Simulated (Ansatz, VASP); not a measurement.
# One calculation of VTeSe, two programs

INCAR

```
SYSTEM = VTeSe
  PREC = Accurate
  ENCUT = 520
  EDIFF = 1E-6
  ISMEAR = 0
  SIGMA = 0.1
  LREAL = .False.
  LASPH = .True.
  NELM = 150
  ALGO = Normal
  ISIF = 2
  LWAVE = .False.
  LCHARG = .True.
  ISPIN = 2
  MAGMOM = 2 2 0 0 0 0
  LORBIT = 11
  LMAXMIX = 4
  GGA = PE
  LELF = .True.
  LVHAR = .True.
  NBANDS = 38
```

File KPOINTS:

```
regular mesh
0
Gamma
  4 4 4
  0 0 0
```

File POSCAR:

```
VTeSe
1.0
    4.5281823900      0.0000000000      0.0000000000
    0.0000000000      4.5281823900      0.0000000000
    0.0000000000      0.0000000000      6.7830318800
V Te Se
2 2 2
Direct
    0.0000000000      0.0000000000      0.0000000000
    0.5000000000      0.5000000000      0.0000000000
    0.0000000000      0.5000000000      0.7037730200
    0.5000000000      0.0000000000      0.2962269800
    0.0000000000      0.5000000000      0.2809470000
    0.5000000000      0.0000000000      0.7190530000
```

Input for Ansatz:

```yaml
crystal:
  lattice:
    - [4.52818239, 0.0, 0.0]
    - [0.0, 4.52818239, 0.0]
    - [0.0, 0.0, 6.78303188]
  atoms:
    - { symbol: V, position: [0.0, 0.0, 0.0], spin: 2.0 }
    - { symbol: V, position: [0.5, 0.5, 0.0], spin: 2.0 }
    - { symbol: Te, position: [0.0, 0.5, 0.70377302] }
    - { symbol: Te, position: [0.5, 0.0, 0.29622698] }
    - { symbol: Se, position: [0.0, 0.5, 0.280947] }
    - { symbol: Se, position: [0.5, 0.0, 0.719053] }
basis:
  ecutwfc: 420
kpoints:
  mp_grid: { grid: [4, 4, 4] }
hamiltonian:
  xc: pbe
scf:
  occupations: { method: gaussian, width: 0.1 }
  lower_state_search: "off"
output:
  forces: true
  stress: true
  eigenvalues: true
  populations: true
magnetization:
  spin_polarized: true
```

Change from the starting cell: species swapped into the MnGaGe type (P4/nmm, No. 129).

Alike in both runs: task single point; functional PBE; k mesh 4 × 4 × 4; occupations gaussian, width 0.1 eV; collinear spin.

|  | VASP | Ansatz |
| --- | --- | --- |
| version | VASP 6.6.1 | Ansatz 0.2.0 |
| potentials or method | VASP PAW PBE potentials, release 64 (V_sv, Te, Se), cutoff 520 eV | scalar-relativistic, plane waves, PAW |
| valence electrons in the cell | 50 | 90 |

Ansatz gave:

* gap on the k mesh at the Fermi level (eV): none
* pressure (GPa): -2.5
* traceless stress, the component that is largest in VASP (GPa): -0.49
* rms of the force components (eV/Å): 1.281
* net moment per atom (μB): 0.71
* size of the moment on the site where the two differ most (μB): 2.15

What did VASP give for the same quantities?

gap on the k mesh at the Fermi level (eV): none; pressure (GPa): -2.4; traceless stress, the component that is largest in VASP (GPa): -0.45; rms of the force components (eV/Å): 1.274; net moment per atom (μB): 0.71; size of the moment on the site where the two differ most (μB): 2.10.

Site moments also hang on the region over which each program counts them. Atom by atom the forces differ by 0.007 eV/Å (rms over components). A gap of «none» marks a metal or a gap that the smearing closes. VASP's potentials hold 50 valence electrons a cell and Ansatz's 90, so a difference there can come from the potentials and not from the codes.

Spin-orbit coupling is off throughout.
